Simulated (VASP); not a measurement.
Here is a VASP 6.6.1 calculation.

The input INCAR:

```
ALGO = Normal ; EDIFF = 1E-7
ENCUT = 520 ; GGA = PS
ISIF = 2 ; ISMEAR = 0
LASPH = True ; LCHARG = False
LREAL = False ; LWAVE = False
NBANDS = 31 ; NELM = 60
PREC = Accurate ; SIGMA = 0.1
```

File KPOINTS:

```
k-points
0
Gamma
  12 12 6
```

The input POSCAR:

```
Si2W
1.0
    3.1939689287      0.0000000000      0.0000000000
    0.0000000000      3.1939689287      0.0000000000
    0.0000000000      0.0000000000      7.9329685173
Si W
4 2
Direct
    0.0000000000      0.0000000000      0.3347005708
    0.5000000000      0.5000000000      0.1652994292
    0.5000000000      0.5000000000      0.8347005708
    0.0000000000      0.0000000000      0.6652994292
    0.0000000000      0.0000000000      0.0000000000
    0.5000000000      0.5000000000      0.5000000000
```

Potentials or basis: VASP PAW PBE potentials, release 64 (Si, W_sv).

The run is started by

```console
$ cat potpaw_PBE.64/Si/POTCAR potpaw_PBE.64/W_sv/POTCAR > POTCAR
$ mpirun -np 1 vasp_std > vasp.out
```

**Question.** What does it give for the largest force?

**Answer.** 0.004 eV/Å.

**Question.** Estimate the band gap on the k mesh.

**Answer.** Zero (band 22 reaches 12.69 eV, above the bottom of band 23 at 11.54 eV).

Stress tensor (GPa, compression positive):
```
 0.36  0.00  0.00
 0.00  0.36  0.00
 0.00  0.00 -6.93
```

Caveat: the cell differs from its parent crystal (uniaxial strain along c: +1.5 %, then relaxed in part); the PAW data sets were made with another functional, which shifts forces and pressure a little; spin-orbit coupling is left out, which moves the levels of the heavy elements.
